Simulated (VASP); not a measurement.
# Co (Fm-3m) in VASP: a series of runs

Co is run at these levels: PBEsol; tasks: single point.

Program: VASP 6.6.1. These are calculated values, not measurements. Logs are shortened: lines on timing, memory, paths and dates and some standing lists are left out, and cuts for length are marked.

## Step 1: The cell of the first run

Symmetry: Fm-3m, No. 225, cubic system. Conventional cell: a = 3.363 Å, b = 3.363 Å, c = 3.363 Å, α = 90.00°, β = 90.00°, γ = 90.00°. Co (site symmetry m-3m) has 12 Co at 2.38 Å within 3.1 Å.

This isn't the form of Co at room conditions, which is hcp.

## Step 2: Single point, PBEsol (9.51 Å³/atom)

INCAR

```
SYSTEM = Co
ALGO = Normal
EDIFF = 1E-6
ENCUT = 690
GGA = PS
GGA_COMPAT = .False.
ISIF = 2
ISMEAR = -1
LASPH = .True.
LCHARG = .True.
LELF = .True.
LREAL = .False.
LVHAR = .True.
LWAVE = .False.
NBANDS = 14
NELM = 120
PREC = Accurate
SIGMA = 0.1
```

KPOINTS

```
k-points
0
Gamma
  18 18 18
  0 0 0
```

POSCAR

```
Co
1.0
    0.0000000000      1.6815903307      1.6815903307
    1.6815903307      0.0000000000      1.6815903307
    1.6815903307      1.6815903307      0.0000000000
Co
1
Direct
    0.0000000000      0.0000000000      0.0000000000
```

Potentials or basis: VASP PAW PBE potentials, release 64 (Co_sv).

Command:

```console
$ cat potpaw_PBE.64/Co_sv/POTCAR > POTCAR
$ mpirun -np 1 vasp_std > vasp.out
```

OUTCAR:

```text
SYSTEM = Co
   EDIFF = 1E-6
   ENCUT = 690
   GGA = PS
   ISIF = 2
   ISMEAR = -1
   LASPH = .True.
   LREAL = .False.
   NELM = 120
   PREC = Accurate

 ion  position               nearest neighbor table
   1  0.000  0.000  0.000-

  LATTYP: Found a face centered cubic cell.
 ALAT       =     3.3631806614

  Lattice vectors:

 A1 = (   0.0000000000,   1.6815903307,   1.6815903307)
 A2 = (   1.6815903307,   0.0000000000,   1.6815903307)
 A3 = (   1.6815903307,   1.6815903307,   0.0000000000)

Analysis of symmetry for initial positions (statically):
=====================================================================
 Subroutine PRICEL returns:
 Original cell was already a primitive cell.

 Routine SETGRP: Setting up the symmetry group for a
 face centered cubic supercell.

 Subroutine GETGRP returns: Found 48 space group operations
 (whereof 48 operations were pure point group operations)
 out of a pool of 48 trial point group operations.

The static configuration has the point symmetry O_h .

Analysis of symmetry for dynamics (positions and initial velocities):
=====================================================================
 Subroutine PRICEL returns:
 Original cell was already a primitive cell.

 Routine SETGRP: Setting up the symmetry group for a
 face centered cubic supercell.

 Subroutine GETGRP returns: Found 48 space group operations
 (whereof 48 operations were pure point group operations)
 out of a pool of 48 trial point group operations.

The dynamic configuration has the point symmetry O_h .

 Subroutine INISYM returns: Found 48 space group operations
 (whereof 48 operations are pure point group operations),
 and found     1 'primitive' translations

----------------------------------------------------------------------------------------

                                     Primitive cell

  volume of cell :       9.5102

  direct lattice vectors                    reciprocal lattice vectors
     0.000000000  1.681590331  1.681590331    -0.297337580  0.297337580  0.297337580
     1.681590331  0.000000000  1.681590331     0.297337580 -0.297337580  0.297337580
     1.681590331  1.681590331  0.000000000     0.297337580  0.297337580 -0.297337580

  length of vectors
     2.378127852  2.378127852  2.378127852     0.515003796  0.515003796  0.515003796

  position of ions in fractional coordinates (direct lattice)
     0.000000000  0.000000000  0.000000000

  ion indices of the primitive-cell ions
   primitive index   ion index
                 1           1

[... 77 lines left out ...]
   ISIF   =      2    stress and relaxation
   ISYM   =      2    0-nonsym 1-usesym 2-fastsym
   POTIM  = 0.5000    time-step for ionic-motion
   TEBEG  =    0.0;   TEEND  =   0.0 temperature during run
   PSTRESS=    0.0 pullay stress
   NELECT =      17.0000    total number of electrons
   NUPDOWN=      -1.0000    fix difference up-down
   EMIN   =  10.00;   EMAX   =-10.00  energy-range for DOS
   EFERMI =   0.00;   METHOD = LEGACY
   ISMEAR =    -1;   SIGMA  =   0.10  broadening in eV -4-tet -1-fermi 0-gaus
   EFERMI_NEDOS =   21; number of points for ismear=-14 and -15
   IALGO  =     38    algorithm
   IMIX   =      4    mixing-type and parameters
     AMIX     =   0.40;   BMIX     =  1.00
     AMIX_MAG =   1.60;   BMIX_MAG =  1.00
  volume/ion in A,a.u.               =       9.51        64.18
  Fermi-wavevector in a.u.,A,eV,Ry     =   1.986831  3.754566 53.708966  3.947498
  Thomas-Fermi vector in A             =   3.005622
   LORBIT       =      0    0 simple, 1 ext, 2 COOP (PROOUT), +10 PAW based schemes
   GGA     = PS    functional components
   LHFCALC =     F    Hartree Fock is set to
   AEXX    =    0.0000 exact exchange contribution
   IVDW    =     0    specifies the selected vdW correction
   LEPSILON=     F    determine dielectric tensor
   LRPA    =     F    only Hartree local field effects (RPA)
 non-spin polarized calculation
  energy-cutoff  :      690.00
  volume of cell :        9.51
 maximum number of plane-waves:       399
   NGX = 11   NGY = 11   NGZ = 11

 number of electron      16.9999993 magnetization

 Free energy of the ion-electron system (eV)
  ---------------------------------------------------
  ext. energy  EPLUGINS =         0.00000000
  ---------------------------------------------------
  free energy    TOTEN  =        -7.68485710 eV

  energy without entropy =       -7.61925107  energy(sigma->0) =       -7.65205408

 E-fermi :  14.0211     XC(G=0): -14.9756

 val. band max:       14.0180616007   @ k =  -0.3333   0.2778   0.0556
 cond. band min:      14.0236177963   @ k =  -0.3333   0.3333   0.0000
 fundamental gap:      0.0055561955
 Fermi energy:        14.0210940358

 k-point     1 :       0.0000    0.0000    0.0000
  band No.  band energies     occupation
      1     -80.9914      2.00000
      2     -44.0931      2.00000
      3     -44.0931      2.00000
      4     -44.0931      2.00000
      5       4.2453      2.00000
      6      11.8304      2.00000
      7      11.8304      2.00000
      8      11.8304      2.00000
      9      13.3918      1.99631
     10      13.3918      1.99631
     11      37.9221      0.00000
     12      43.4782      0.00000
     13      43.4782      0.00000
     14      43.4782      0.00000
[... 377 lines left out ...]
      1     -80.9422      2.00000
      2     -44.3475      2.00000
      3     -44.1443      2.00000
      4     -44.1218      2.00000
      5       6.6458      2.00000
      6      11.2406      2.00000
      7      12.1040      2.00000
      8      12.1800      2.00000
      9      13.2608      1.99900
     10      13.7205      1.90571
     11      30.9946      0.00000
     12      37.4871      0.00000
     13      41.2486      0.00000
     14      44.0091      0.00000

 [... further k-points ...]
[... 5 lines left out ...]
  --------------------------------------------------------------------------------------
  -------------------------------------------------------------------------------------
  Total        0.6757044      0.6757044      0.6757044      0.0000000     -0.0000000      0.0000000
  in kB      113.8352408    113.8352408    113.8352408      0.0000000     -0.0000000      0.0000000
  external PRESSURE =     113.8352408 kB  Pullay stress =       0.0000000 kB

 VOLUME and BASIS-vectors are now :
 -----------------------------------------------------------------------------
  energy-cutoff  :      690.00
  volume of cell :        9.51
      direct lattice vectors                 reciprocal lattice vectors
     0.000000000  1.681590331  1.681590331    -0.297337580  0.297337580  0.297337580
     1.681590331  0.000000000  1.681590331     0.297337580 -0.297337580  0.297337580
     1.681590331  1.681590331  0.000000000     0.297337580  0.297337580 -0.297337580

 POSITION                                       TOTAL-FORCE (eV/Angst)
 -----------------------------------------------------------------------------------
      0.00000      0.00000      0.00000         0.000000      0.000000      0.000000
 -----------------------------------------------------------------------------------
    total drift:                               -0.000000     -0.000000     -0.000000

  FREE ENERGIE OF THE ION-ELECTRON SYSTEM (eV)
  ---------------------------------------------------
  free  energy   TOTEN  =        -7.6848570962 eV

  energy  without entropy=       -7.6192510738  energy(sigma->0) =       -7.65205408
```

OSZICAR:

```text
N       E                     dE             d eps       ncg     rms          rms(c)
DAV:   1     0.180031686454E+03    0.18003E+03   -0.10615E+04  6150   0.404E+03
DAV:   2    -0.335678663738E+01   -0.18339E+03   -0.17381E+03  7548   0.747E+02
DAV:   3    -0.916353843976E+01   -0.58068E+01   -0.57428E+01  6962   0.123E+02
DAV:   4    -0.924088770066E+01   -0.77349E-01   -0.77328E-01  6696   0.120E+01
DAV:   5    -0.924369838108E+01   -0.28107E-02   -0.28107E-02  7456   0.248E+00    0.139E+01
DAV:   6    -0.803155302249E+01    0.12121E+01   -0.68930E+00  5580   0.107E+02    0.717E+00
DAV:   7    -0.770085025533E+01    0.33070E+00   -0.10287E+00  6090   0.414E+01    0.114E+00
DAV:   8    -0.768715703945E+01    0.13693E-01   -0.10738E-02  8588   0.260E+00    0.417E-01
DAV:   9    -0.768484256838E+01    0.23145E-02   -0.25314E-03  7412   0.211E+00    0.771E-02
DAV:  10    -0.768485954973E+01   -0.16981E-04   -0.10028E-04  7016   0.219E-01    0.243E-02
DAV:  11    -0.768485702771E+01    0.25220E-05   -0.10229E-05  6890   0.129E-01    0.666E-03
DAV:  12    -0.768485709617E+01   -0.68460E-07   -0.39138E-07  2988   0.284E-02
   1 F= -.76848571E+01 E0= -.76520541E+01  d E =-.656060E-01
```

Run time: 30 s. Hardware: 1 thread of AMD EPYC 7R43 (Zen 3), shared host; peak memory 0.12 GiB.

Results:

| Property | Result |
| --- | --- |
| Free energy | -7.6849 eV |
| Pressure | 11.4 GPa |
| Band gap on the k mesh | zero (an odd number of electrons rules out a gap without spin polarisation) |

Caveat: the cell stands under pressure; the PAW data sets were made with another functional, which shifts forces and pressure a little; the run has no spin polarisation, though such a crystal can be magnetic.

## Step 3: Single point, PBEsol, collinear spin, ferromagnetic start (9.61 Å³/atom)

This run uses another cell than the first one, of 9.61 Å³/atom.

INCAR

```
SYSTEM = Co
  ALGO = Normal
  EDIFF = 1E-6
  ENCUT = 690
  GGA = PS
  GGA_COMPAT = .False.
  ISIF = 2
  ISMEAR = -1
  ISPIN = 2
  LASPH = .True.
  LCHARG = .False.
  LMAXMIX = 4
  LORBIT = 11
  LREAL = .False.
  LWAVE = .False.
  MAGMOM = 1.673
  NBANDS = 18
  NELM = 200
  PREC = Accurate
  SIGMA = 0.05
```

KPOINTS

```
k-points
0
Gamma
  17 17 17
  0 0 0
```

POSCAR

```
Co
1.0
    0.0000000000      1.6873153371      1.6873153371
    1.6873153371      0.0000000000      1.6873153371
    1.6873153371      1.6873153371      0.0000000000
Co
1
Direct
    0.0000000000      0.0000000000      0.0000000000
```

Potentials or basis: VASP PAW PBE potentials, release 64 (Co_sv).

Command:

```console
$ cat potpaw_PBE.64/Co_sv/POTCAR > POTCAR
$ mpirun -np 1 vasp_std > vasp.out
```

Wall time 51 s (1 thread of AMD EPYC 7R13 (Zen 3), shared host); peak memory 0.14 GiB.

The run converged. Its results:

```
Free energy                                           : -7.7462 eV
Pressure                                              : 20.9 GPa
Net moment                                            : 1.50 μB per cell
Site moments                                          : Co +1.55 μB
Valence electrons inside the program's atomic spheres : Co 15.16
```

Levels at points of the mesh, in eV from the Fermi level:
Spin up:
```csv
k point,band 7,band 8,band 9,band 10,band 11,band 12
"(0.00, 0.00, 0.00)",-2.87,-2.87,-1.50,-1.50,23.83,29.12
```
Spin down:
| k point | band 4 | band 5 | band 6 | band 7 | band 8 | band 9 | band 10 | band 11 | band 12 | band 13 |
| --- | --- | --- | --- | --- | --- | --- | --- | --- | --- | --- |
| (0.00, 0.00, 0.00) | -57.12 | -9.75 | -1.39 | -1.39 | -1.39 | 0.27 | 0.27 | 23.66 | 29.26 | 29.26 |

Caveat: the cell stands under pressure; the PAW data sets were made with another functional, which shifts forces and pressure a little.

## Step 4: Single point, PBEsol, collinear spin, ferromagnetic start

This run uses another cell than the first one, of 10.44 Å³/atom.

INCAR

```
PREC = Accurate ; ENCUT = 690
EDIFF = 1E-6 ; ISMEAR = -1
SIGMA = 0.05 ; LREAL = False
LASPH = True ; NELM = 200
ALGO = Normal ; ISIF = 2
LWAVE = False ; LCHARG = False
ISPIN = 2 ; MAGMOM = 1.7
LORBIT = 11 ; LMAXMIX = 4
GGA = PS ; NBANDS = 18
GGA_COMPAT = False
```

KPOINTS

```
Automatic mesh
0
Gamma
  15 15 15
```

POSCAR

```
Co
1.0
    0.0000000000      1.7348701647      1.7348701647
    1.7348701647      0.0000000000      1.7348701647
    1.7348701647      1.7348701647      0.0000000000
Co
1
Direct
    0.0000000000      0.0000000000      0.0000000000
```

Command:

```console
$ cat potpaw_PBE.64/Co_sv/POTCAR > POTCAR
$ mpirun -np 1 vasp_std > vasp.out
```

It took 38 s on 1 thread of Intel Xeon Platinum 8488C (Sapphire Rapids), shared host; peak memory 0.18 GiB.

The run converged. Its results:

```yaml
Free_energy: -7.8006 eV
Pressure: -1.7 GPa
Net_moment: 1.63 μB per cell
Site_moments: Co +1.68 μB
Valence_electrons_inside_the_program's_atomic_spheres: Co 15.08
```

Levels at points of the mesh, in eV from the Fermi level:
Spin up:
```csv
k point,band 7,band 8,band 9,band 10,band 11,band 12
"(0.00, 0.00, 0.00)",-2.78,-2.78,-1.62,-1.62,23.13,27.76
```
Spin down:
```csv
k point,band 5,band 6,band 7,band 8,band 9,band 10,band 11,band 12
"(0.00, 0.00, 0.00)",-9.29,-1.20,-1.20,-1.20,0.31,0.31,22.92,27.92
```

Caveat: the PAW data sets were made with another functional, which shifts forces and pressure a little.

## Step 5: Single point, PBEsol, collinear spin, ferromagnetic start (10.44 Å³/atom)

This run uses another cell than the first one, of 10.44 Å³/atom.

INCAR

```
SYSTEM = Co
ALGO = Normal
EDIFF = 1E-6
ENCUT = 690
GGA = PS
GGA_COMPAT = .FALSE.
ISIF = 2
ISMEAR = -1
ISPIN = 2
LASPH = .TRUE.
LCHARG = .FALSE.
LMAXMIX = 4
LORBIT = 11
LREAL = .FALSE.
LWAVE = .FALSE.
MAGMOM = 1.673
NBANDS = 18
NELM = 200
PREC = Accurate
SIGMA = 0.05
```

KPOINTS

```
k-points
0
G
  17 17 17
  0 0 0
```

POSCAR is that of step 4.

Command:

```console
$ cat potpaw_PBE.64/Co_sv/POTCAR > POTCAR
$ mpirun -np 1 vasp_std > vasp.out
```

It took 39 s on 1 thread of Intel Xeon 6975P-C (Granite Rapids), shared host; peak memory 0.2 GiB.

The run converged. Its results:

| Property | Result |
| --- | --- |
| Free energy | -7.7996 eV |
| Pressure | -1.2 GPa |
| Net moment | 1.64 μB per cell |
| Site moments | Co +1.69 μB |
| Valence electrons inside the program's atomic spheres | Co 15.08 |

Levels at points of the mesh, in eV from the Fermi level:
Spin up:
| k point | band 7 | band 8 | band 9 | band 10 | band 11 | band 12 |
| --- | --- | --- | --- | --- | --- | --- |
| (0.00, 0.00, 0.00) | -2.78 | -2.78 | -1.62 | -1.62 | 23.13 | 27.75 |
Spin down:
```tsv
k point	band 6	band 7	band 8	band 9	band 10	band 11
(0.00, 0.00, 0.00)	-1.19	-1.19	-1.19	0.32	0.32	22.93
```

Caveat: the PAW data sets were made with another functional, which shifts forces and pressure a little.

## Step 6: The runs side by side

```tsv
spin	cell	k mesh	smearing	gap on the mesh (eV)	pressure (GPa)	moment (μB)
off	a = 2.378 Å, angles 60.0°, 1 atom	18 × 18 × 18	fermi-dirac 0.1 eV	none	11.4	-
collinear, ferromagnetic start	a = 2.386 Å, angles 60.0°, 1 atom	17 × 17 × 17	fermi-dirac 0.05 eV	none	20.9	1.50
collinear, ferromagnetic start	a = 2.453 Å, angles 60.0°, 1 atom	15 × 15 × 15	fermi-dirac 0.05 eV	none	-1.7	1.63
collinear, ferromagnetic start	a = 2.453 Å, angles 60.0°, 1 atom	17 × 17 × 17	fermi-dirac 0.05 eV	none	-1.2	1.64
```

Alike in all rows: task single point; level PBEsol; potentials or basis VASP PAW PBE potentials, release 64 (Co_sv); cutoff (eV) 690.

Caveats: the PAW data sets were made with another functional, which shifts forces and pressure a little; the cell stands under pressure (at least some runs).

Absolute energies hang on the potentials; compare differences alone.
